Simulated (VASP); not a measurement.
Runs of VASP 6.6.1 on Tl. The structure is that of space group P6_3/mmc (No. 194), or close to it. The cells are those of the table. 

```csv
cell,k mesh,gap on the mesh (eV),pressure (GPa)
"a = 3.286, b = 3.286, c = 10.676 Å, angles 90.0, 90.0, 120.0°, 4 atoms",12 × 12 × 4,none,4.7
"a = 3.378, b = 3.378, c = 10.977 Å, angles 90.0, 90.0, 120.0°, 4 atoms",11 × 11 × 3,none,0.1
"a = 3.333, b = 3.333, c = 10.829 Å, angles 90.0, 90.0, 120.0°, 4 atoms",12 × 12 × 4,none,2.1
"a = 3.237, b = 3.237, c = 10.519 Å, angles 90.0, 90.0, 120.0°, 4 atoms",12 × 12 × 4,none,(a)
"a = 3.378, b = 3.378, c = 10.977 Å, angles 90.0, 90.0, 120.0°, 4 atoms",12 × 12 × 4,none,0.1
```

Alike in all rows: task single point; level LDA; potentials or basis VASP PAW LDA potentials, release 64 (Tl_d); no spin polarisation; cutoff (eV) 520; smearing fermi-dirac 0.1 eV.

Fill in the values left out.

(a) 8.0.

Caveats: spin-orbit coupling is left out, which moves the levels of the heavy elements.

A k mesh can miss the band edges, and the runs leave out spin-orbit coupling on Tl.

A gap of «none» marks levels without a gap at the run's occupations.
